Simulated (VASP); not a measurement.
**Sb: single point with PBE**

The system is Sb.

```
Sb
1.0
     3.77856    2.18155    3.02869
    -3.77856    2.18155    3.02869
     0.00000   -4.36311    3.02869
Sb
5
Cartesian
  -1.9137 2.1816 3.0287
  -0.9324 -2.7481 3.0287
  2.8461 0.5665 3.0287
  0.0000 0.0000 2.3432
  0.0000 0.0000 6.7429
```

| Property | Result |
| --- | --- |
| Program | VASP 6.6.1 |
| Task | single point |
| Functional | PBE |
| Potentials or basis | VASP PAW PBE potentials, release 64 (Sb) |
| Cutoff | 520 eV |
| k mesh | 3 × 3 × 3 |
| Occupations | gaussian, width 0.1 eV |
| Spin | no spin polarisation |
| Dipole correction | no |
| Further INCAR settings | ALGO = Normal; EDIFF = 1e-06; NBANDS = 20 |

```json
{"Pressure": "9.2 GPa", "Largest force": "0.826 eV/Å", "Band gap on the k mesh": "zero (an odd number of electrons rules out a gap without spin polarisation)"}
```

Forces in eV/Å, atoms in the order of the input:
```
Sb   0.420  0.000  0.000
Sb  -0.210  0.364  0.000
Sb  -0.210 -0.364  0.000
Sb   0.000  0.000  0.826
Sb   0.000  0.000 -0.826
```

Stress tensor (GPa, compression positive):
```
9.43 0.00 0.00
0.00 9.43 0.00
0.00 0.00 8.78
```

Levels at points of the mesh, in eV from the Fermi level:
| k point | band 10 | band 11 | band 12 | band 13 | band 14 | band 15 | band 16 | band 17 |
| --- | --- | --- | --- | --- | --- | --- | --- | --- |
| (0.00, 0.00, 0.00) | -2.91 | -2.59 | -1.77 | -1.77 | 0.57 | 0.99 | 0.99 | 2.32 |

Run time: 24 s on 1 thread of Intel Xeon 8259CL, with other jobs on the host, peak memory 0.23 GiB.

Caveat: the k points lie up to 0.39 Å⁻¹ apart, too coarse for converged energies and pressures of a metal; spin-orbit coupling is left out, which moves the levels of the heavy elements.
